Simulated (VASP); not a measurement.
# ScPt (R-3m) in VASP: further runs

ScPt is run at these levels: LDA; tasks: electric field gradients.

All numbers are computed with VASP 6.6.1; they aren't measurements. Logs are shortened: lines on timing, memory, paths and dates and some standing lists are left out, and cuts for length are marked.

## Step 1: The cell of the first run

The structure is trigonal, space group R-3m (No. 166). Conventional cell: a = 4.671 Å, b = 4.671 Å, c = 5.551 Å, α = 90.00°, β = 90.00°, γ = 120.00°. Sc (site symmetry -3m) has 8 Pt at 2.78 to 2.85 Å and 6 Sc at 3.27 Å within 3.7 Å. Pt (site symmetry -3m) has 8 Sc at 2.78 to 2.85 Å and 6 Pt at 3.27 Å within 3.7 Å.

## Step 2: Electric field gradients, LDA (equal xy, yz and zx shear strains of -2 %)

The input, INCAR:

```
SYSTEM = ScPt
ALGO = Normal ; EDIFF = 1E-8
ENCUT = 520 ; GGA = CA
ISIF = 2 ; ISMEAR = -1
LASPH = .TRUE. ; LCHARG = .FALSE.
LEFG = .TRUE. ; LREAL = .FALSE.
LWAVE = .FALSE. ; NBANDS = 18
NELM = 80 ; PREC = Accurate
SIGMA = 0.05
```

The input, KPOINTS:

```
k-points
0
G
  10 10 10
  0 0 0
```

The input, POSCAR:

```
ScPt
1.0
    3.2700000000     -0.0327000000     -0.0327000000
   -0.0327000000      3.2700000000     -0.0327000000
   -0.0327000000     -0.0327000000      3.2700000000
Sc Pt
1 1
Direct
    0.5000000000      0.5000000000      0.5000000000
    0.0000000000      0.0000000000      0.0000000000
```

Potentials or basis: VASP PAW LDA potentials, release 64 (Sc_sv, Pt).

Command:

```sh
$ cat potpaw_LDA.64/Sc_sv/POTCAR potpaw_LDA.64/Pt/POTCAR > POTCAR
$ mpirun -np 1 vasp_std > vasp.out
```

OUTCAR:

```text
SYSTEM = ScPt
   EDIFF = 1E-8
   ENCUT = 520
   GGA = CA
   ISIF = 2
   ISMEAR = -1
   LASPH = .TRUE.
   LREAL = .FALSE.
   NELM = 80
   PREC = Accurate

 ion  position               nearest neighbor table
   1  0.500  0.500  0.500-   2 2.78   2 2.78   2 2.85   2 2.85   2 2.85   2 2.85   2 2.85   2 2.85

   2  0.000  0.000  0.000-   1 2.78   1 2.78   1 2.85   1 2.85   1 2.85   1 2.85   1 2.85   1 2.85

  LATTYP: Found a trigonal (rhomboedric) cell.
 ALAT       =     3.2703269837
 COS(alpha) =    -0.0198960208

  Lattice vectors:

 A1 = (   3.2700000000,  -0.0327000000,  -0.0327000000)
 A2 = (  -0.0327000000,   3.2700000000,  -0.0327000000)
 A3 = (  -0.0327000000,  -0.0327000000,   3.2700000000)

Analysis of symmetry for initial positions (statically):
=====================================================================
 Subroutine PRICEL returns:
 Original cell was already a primitive cell.

 Routine SETGRP: Setting up the symmetry group for a
 trigonal (rhombohedral) supercell.

 Subroutine GETGRP returns: Found 12 space group operations
 (whereof 12 operations were pure point group operations)
 out of a pool of 12 trial point group operations.

The static configuration has the point symmetry D_3d.

Analysis of symmetry for dynamics (positions and initial velocities):
=====================================================================
 Subroutine PRICEL returns:
 Original cell was already a primitive cell.

 Routine SETGRP: Setting up the symmetry group for a
 trigonal (rhombohedral) supercell.

 Subroutine GETGRP returns: Found 12 space group operations
 (whereof 12 operations were pure point group operations)
 out of a pool of 12 trial point group operations.

The dynamic configuration has the point symmetry D_3d.

 Subroutine INISYM returns: Found 12 space group operations
 (whereof 12 operations are pure point group operations),
 and found     1 'primitive' translations

----------------------------------------------------------------------------------------

                                     Primitive cell

  volume of cell :      34.9552

  direct lattice vectors                    reciprocal lattice vectors
     3.270000000 -0.032700000 -0.032700000     0.305872190  0.003089618  0.003089618
    -0.032700000  3.270000000 -0.032700000     0.003089618  0.305872190  0.003089618
    -0.032700000 -0.032700000  3.270000000     0.003089618  0.003089618  0.305872190

  length of vectors
     3.270326984  3.270326984  3.270326984     0.305903397  0.305903397  0.305903397

  position of ions in fractional coordinates (direct lattice)
     0.500000000  0.500000000  0.500000000
     0.000000000  0.000000000  0.000000000

  ion indices of the primitive-cell ions
   primitive index   ion index
                 1           1
                 2           2

----------------------------------------------------------------------------------------

 KPOINTS: k-points

Automatic generation of k-mesh.
 Grid dimensions read from file:
 generate k-points for:   10   10   10

 Generating k-lattice:

  Cartesian coordinates                     Fractional coordinates (reciprocal lattice)
     0.030587219  0.000308962  0.000308962     0.100000000  0.000000000  0.000000000
     0.000308962  0.030587219  0.000308962     0.000000000  0.100000000  0.000000000
     0.000308962  0.000308962  0.030587219     0.000000000  0.000000000  0.100000000

  Length of vectors
     0.030590340  0.030590340  0.030590340

  Shift w.r.t. Gamma in fractional coordinates (k-lattice)
     0.000000000  0.000000000  0.000000000

 Subroutine IBZKPT returns following result:
 ===========================================

 Found    116 irreducible k-points:

 Following reciprocal coordinates:
            Coordinates               Weight
  0.000000  0.000000  0.000000      1.000000
  0.100000 -0.000000 -0.000000      6.000000
  0.200000 -0.000000 -0.000000      6.000000
  0.300000 -0.000000 -0.000000      6.000000
  0.400000 -0.000000 -0.000000      6.000000
  0.500000  0.000000  0.000000      3.000000
[... 16 lines left out ...]
  0.300000  0.300000 -0.000000      6.000000
  0.400000  0.300000 -0.000000     12.000000
 [... further k-points ...]
   k-points           NKPTS =    116   k-points in BZ     NKDIM =    116   number of bands    NBANDS=     18
   number of dos      NEDOS =    301   number of ions     NIONS =      2
   total plane-waves  NPLWV =  13824
   dimension x,y,z NGX =    24 NGY =   24 NGZ =   24
   dimension x,y,z NGXF=    48 NGYF=   48 NGZF=   48
   ions per type =               1   1
   NGX,Y,Z   is equivalent  to a cutoff of  12.20, 12.20, 12.20 a.u.
   NGXF,Y,Z  is equivalent  to a cutoff of  24.40, 24.40, 24.40 a.u.
 SYSTEM =  ScPt
   PREC   = accura    normal or accurate (medium, high low for compatibility)
   ISTART =      0    job   : 0-new  1-cont  2-samecut
   ICHARG =      2    charge: 1-file 2-atom 10-const
   ISPIN  =      1    spin polarized calculation?
   LNONCOLLINEAR =      F non collinear calculations
   LSORBIT =      F    spin-orbit coupling
   LASPH  =      T    aspherical Exc in radial PAW
   ENCUT  =  520.0 eV  38.22 Ry    6.18 a.u.   6.08  6.08  6.08*2*pi/ulx,y,z
   NELM   =     80;   NELMIN=  2; NELMDL= -5     # of ELM steps
   EDIFF  = 0.1E-07   stopping-criterion for ELM
   LREAL  =      F    real-space projection
   EDIFFG = 0.1E-06   stopping-criterion for IOM
   NSW    =      0    number of steps for IOM
   IBRION =     -1    ionic relax: 0-MD 1-quasi-New 2-CG
   NFREE  =      0    steps in history (QN), initial steepest desc. (CG)
   ISIF   =      2    stress and relaxation
   ISYM   =      2    0-nonsym 1-usesym 2-fastsym
   POTIM  = 0.5000    time-step for ionic-motion
   TEBEG  =    0.0;   TEEND  =   0.0 temperature during run
   PSTRESS=    0.0 pullay stress
   NELECT =      21.0000    total number of electrons
   NUPDOWN=      -1.0000    fix difference up-down
   EMIN   =  10.00;   EMAX   =-10.00  energy-range for DOS
   EFERMI =   0.00;   METHOD = LEGACY
   ISMEAR =    -1;   SIGMA  =   0.05  broadening in eV -4-tet -1-fermi 0-gaus
   EFERMI_NEDOS =   21; number of points for ismear=-14 and -15
   IALGO  =     38    algorithm
   IMIX   =      4    mixing-type and parameters
     AMIX     =   0.40;   BMIX     =  1.00
     AMIX_MAG =   1.60;   BMIX_MAG =  1.00
  volume/ion in A,a.u.               =      17.48       117.94
  Fermi-wavevector in a.u.,A,eV,Ry     =   1.381372  2.610414 25.962473  1.908188
  Thomas-Fermi vector in A             =   2.506162
   LORBIT       =      0    0 simple, 1 ext, 2 COOP (PROOUT), +10 PAW based schemes
   GGA     = CA    functional components
   LHFCALC =     F    Hartree Fock is set to
   AEXX    =    0.0000 exact exchange contribution
   IVDW    =     0    specifies the selected vdW correction
   LEPSILON=     F    determine dielectric tensor
   LRPA    =     F    only Hartree local field effects (RPA)
 non-spin polarized calculation
  energy-cutoff  :      520.00
  volume of cell :       34.96
 maximum number of plane-waves:       959
   NGX = 13   NGY = 13   NGZ = 13

 number of electron      20.9999994 magnetization

 Free energy of the ion-electron system (eV)
  ---------------------------------------------------
  ext. energy  EPLUGINS =         0.00000000
  ---------------------------------------------------
  free energy    TOTEN  =       -16.64684853 eV

  energy without entropy =      -16.63240050  energy(sigma->0) =      -16.63962451

 E-fermi :   7.8684     XC(G=0): -12.2399

 val. band max:        7.8666668574   @ k =   0.4000  -0.0000  -0.0000
 cond. band min:       7.8758019006   @ k =   0.5000   0.4000   0.3000
 fundamental gap:      0.0091350432
 Fermi energy:         7.8683558476

 k-point     1 :       0.0000    0.0000    0.0000
  band No.  band energies     occupation
      1     -41.3659      2.00000
      2     -20.2439      2.00000
      3     -20.2340      2.00000
      4     -20.2340      2.00000
      5      -0.2345      2.00000
      6       2.6134      2.00000
[... 10 lines left out ...]
     17      15.1254      0.00000
     18      15.2303      0.00000

 k-point     2 :       0.1000   -0.0000   -0.0000
  band No.  band energies     occupation
      1     -41.3636      2.00000
      2     -20.2625      2.00000
      3     -20.2386      2.00000
      4     -20.2327      2.00000
      5      -0.0507      2.00000
      6       2.6793      2.00000
[... 10 lines left out ...]
     17      15.7006      0.00000
     18      15.8022      0.00000

 k-point     3 :       0.2000   -0.0000   -0.0000
  band No.  band energies     occupation
      1     -41.3576      2.00000
      2     -20.3250      2.00000
      3     -20.2367      2.00000
      4     -20.2293      2.00000
      5       0.4719      2.00000
      6       2.8638      2.00000
[... 10 lines left out ...]
     17      17.0444      0.00000
     18      17.1938      0.00000

 k-point     4 :       0.3000   -0.0000   -0.0000
  band No.  band energies     occupation
      1     -41.3502      2.00000
      2     -20.4019      2.00000
      3     -20.2335      2.00000
      4     -20.2251      2.00000
      5       1.2284      2.00000
      6       3.1220      2.00000
[... 10 lines left out ...]
     17      18.7377      0.00000
     18      18.9199      0.00000

 k-point     5 :       0.4000   -0.0000   -0.0000
  band No.  band energies     occupation
      1     -41.3442      2.00000
      2     -20.4635      2.00000
      3     -20.2309      2.00000
      4     -20.2217      2.00000
      5       1.9673      2.00000
      6       3.3651      2.00000
[... 10 lines left out ...]
     17      20.5349      0.00000
     18      20.7124      0.00000

 k-point     6 :       0.5000    0.0000    0.0000
  band No.  band energies     occupation
      1     -41.3419      2.00000
      2     -20.4868      2.00000
      3     -20.2300      2.00000
      4     -20.2204      2.00000
      5       2.2845      2.00000
      6       3.4690      2.00000
[... 307 lines left out ...]
 k-point    21 :      -0.3000    0.2000    0.0000
  band No.  band energies     occupation
      1     -41.3431      2.00000
      2     -20.3884      2.00000
      3     -20.3065      2.00000
      4     -20.2214      2.00000
      5       1.6561      2.00000
      6       3.2466      2.00000
[... 10 lines left out ...]
     17      16.1189      0.00000
     18      19.3296      0.00000

 k-point    22 :      -0.2000    0.2000    0.0000
  band No.  band energies     occupation
      1     -41.3500      2.00000
      2     -20.3209      2.00000
      3     -20.3090      2.00000
      4     -20.2266      2.00000
      5       1.0538      2.00000
      6       3.0836      2.00000
[... 10 lines left out ...]
     17      15.2708      0.00000
     18      18.1086      0.00000

 k-point    23 :       0.3000    0.3000   -0.0000
  band No.  band energies     occupation
      1     -41.3363      2.00000
      2     -20.3879      2.00000
      3     -20.3689      2.00000
      4     -20.2158      2.00000
      5       2.0913      2.00000
      6       3.2513      2.00000
[... 10 lines left out ...]
     17      14.9950      0.00000
     18      20.1666      0.00000

 k-point    24 :       0.4000    0.3000   -0.0000
  band No.  band energies     occupation
      1     -41.3311      2.00000
      2     -20.4339      2.00000
      3     -20.3682      2.00000
      4     -20.2103      2.00000
      5       2.3430      2.00000
      6       3.0540      2.00000
[... 10 lines left out ...]
     17      15.4204      0.00000
     18      18.9861      0.00000

 [... further k-points ...]

------------------------ aborting loop because EDIFF is reached ----------------------------------------

  FORCE on cell =-STRESS in cart. coord.  units (eV):
  Direction    XX          YY          ZZ          XY          YZ          ZX
  --------------------------------------------------------------------------------------
  -------------------------------------------------------------------------------------
  Total       -1.0217295     -1.0217295     -1.0217295      0.2345935      0.2345935      0.2345935
  in kB      -46.8311103    -46.8311103    -46.8311103     10.7526240     10.7526240     10.7526240
  external PRESSURE =     -46.8311103 kB  Pullay stress =       0.0000000 kB

 VOLUME and BASIS-vectors are now :
 -----------------------------------------------------------------------------
  energy-cutoff  :      520.00
  volume of cell :       34.96
      direct lattice vectors                 reciprocal lattice vectors
     3.270000000 -0.032700000 -0.032700000     0.305872190  0.003089618  0.003089618
    -0.032700000  3.270000000 -0.032700000     0.003089618  0.305872190  0.003089618
    -0.032700000 -0.032700000  3.270000000     0.003089618  0.003089618  0.305872190

 POSITION                                       TOTAL-FORCE (eV/Angst)
 -----------------------------------------------------------------------------------
      1.60230      1.60230      1.60230         0.000000     -0.000000     -0.000000
      0.00000      0.00000      0.00000        -0.000000      0.000000      0.000000
 -----------------------------------------------------------------------------------
    total drift:                                0.000000      0.000000     -0.000000

  FREE ENERGIE OF THE ION-ELECTRON SYSTEM (eV)
  ---------------------------------------------------
  free  energy   TOTEN  =       -16.6468485252 eV

  energy  without entropy=      -16.6324004982  energy(sigma->0) =      -16.63962451

 Electric field gradients (V/A^2)
---------------------------------------------------------------------
 ion       V_xx      V_yy      V_zz      V_xy      V_xz      V_yz
---------------------------------------------------------------------
   1       0.000    -0.000    -0.000    -1.380    -1.380    -1.380
   2       0.000     0.000    -0.000    12.116    12.116    12.116
---------------------------------------------------------------------

 Electric field gradients after diagonalization (V/A^2)
 (convention: |V_zz| > |V_xx| > |V_yy|)
----------------------------------------------------------------------
 ion       V_xx      V_yy      V_zz     asymmetry (V_yy - V_xx)/ V_zz
----------------------------------------------------------------------
   1       1.380     1.380    -2.759       0.000
   2     -12.116   -12.116    24.232       0.000
----------------------------------------------------------------------

           NMR quadrupolar parameters

 Cq : quadrupolar parameter    Cq=e*Q*V_zz/h
 eta: asymmetry parameters     (V_yy - V_xx)/ V_zz
 Q  : nuclear electric quadrupole moment in mb (millibarn)
----------------------------------------------------------------------
 ion       Cq(MHz)       eta       Q (mb)
----------------------------------------------------------------------
   1      -0.007       0.000       1.000
   2       0.059       0.000       1.000
----------------------------------------------------------------------
```

It took 23 s on 1 thread of AMD EPYC 9R45 (Zen 5), shared host; peak memory 0.16 GiB.

Results:

| Quantity | Value |
| --- | --- |
| Free energy | -16.6468 eV |
| Pressure | -4.7 GPa |
| Band gap on the k mesh | zero (an odd number of electrons rules out a gap without spin polarisation) |
| Largest electric field gradient by atom | Sc -2.8; Pt +24.2 V/Å² |

Electric field gradients, principal values (V/Å²):
```
atom    least   middle  greatest (by size)
1 Sc    1.380    1.380              -2.759
2 Pt  -12.116  -12.116              24.232
```

Caveat: the cell differs from its parent crystal (equal xy, yz and zx shear strains of -2 %); the cell stands under tension; without QUAD_EFG the Cq values of the log hold for a quadrupole moment of 1 mb, not for the nuclei; spin-orbit coupling is left out, which moves the levels of the heavy elements.

(Part 1 of 2 ends here.)

The gap in the log of VASP goes by the Fermi energy; the results here count the filled bands.